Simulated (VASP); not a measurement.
Set up this calculation in VASP 6.6.1, as the native input.

| Property | Result |
| --- | --- |
| Task | relaxation of cell and atoms |
| Functional | PBE |
| Potentials or basis | VASP PAW PBE potentials, release 64 (Ga_d, Sb) |
| Cutoff | 500 eV |
| k mesh | 4 × 5 × 4 |
| Occupations | gaussian, width 0.2 eV |
| Spin | no spin polarisation |
| Dipole correction | no |
| Further INCAR settings | ALGO = Normal; EDIFF = 1e-07; IBRION = 2; EDIFFG = -0.08; NSW = 36; ISIF = 3 |

The structure of GaSb lies in POSCAR:

```
GaSb
1.0
    5.7299225300      0.0000000000      0.0000000000
    0.0000000000      3.9359730700      0.0000000000
    0.0000000000      0.0000000000      5.7518047500
Ga Sb
2 2
Direct
    0.7500000000      0.0000000000      0.7422884700
    0.2500000000      0.0000000000      0.2577115300
    0.7500000000      0.5000000000      0.2454303100
    0.2500000000      0.5000000000      0.7545696900
```

The cell was generated, and may not be a known phase.

These files were run (other wordings do the same):

INCAR

```
SYSTEM = GaSb
PREC     = Accurate       ! precision mode
ENCUT    = 500            ! plane-wave cutoff, eV
EDIFF    = 1E-7           ! SCF threshold, eV
ISMEAR   = 0              ! smearing method
SIGMA    = 0.2            ! smearing width, eV
LREAL    = .False.        ! projectors in reciprocal space
LASPH    = .True.         ! aspherical terms in the spheres
NELM     = 120            ! most SCF steps
ALGO     = Normal         ! electronic algorithm
ISIF     = 3              ! what is computed and relaxed
LWAVE    = .False.        ! write WAVECAR
LCHARG   = .False.        ! write CHGCAR
GGA      = PE             ! functional
IBRION   = 2              ! ionic algorithm
NSW      = 36             ! ionic steps
EDIFFG   = -0.08          ! ionic threshold
GGA_COMPAT= .False.      
NELMIN   = 4
```

KPOINTS

```
Automatic mesh
0
Gamma
  4 5 4
  0 0 0
```

Potentials or basis: VASP PAW PBE potentials, release 64 (Ga_d, Sb).

Launch:

```bash
$ cat potpaw_PBE.64/Ga_d/POTCAR potpaw_PBE.64/Sb/POTCAR > POTCAR
$ mpirun -np 1 vasp_std > vasp.out
```

Results of the run:

```yaml
Relaxed_volume: 23.40 Å³/atom
Relaxed_cell: a = 5.243 Å, b = 3.412 Å, c = 5.233 Å, α = 90.00°, β = 90.00°, γ = 90.00°
Space_group_after_relaxing_to_0.1_Å: Pmma (No. 51)
Energy_gained_by_relaxing: 298.3 meV/atom
Ionic_steps: 6
Pressure_after_relaxing: 0.3 GPa
Largest_force_after_relaxing: 0.017 eV/Å
Band_gap_on_the_k_mesh: zero (bands 18 and 19 overlap by 3.06 eV)
```

Caveat: the volume moved by over 15 % at a fixed basis, so the end points are rough; spin-orbit coupling is left out, which moves the levels of the heavy elements.

Run time: 7.2 min on 1 thread of Oxide Virtual Turin-like Processor, with other jobs on the host, peak memory 0.23 GiB.
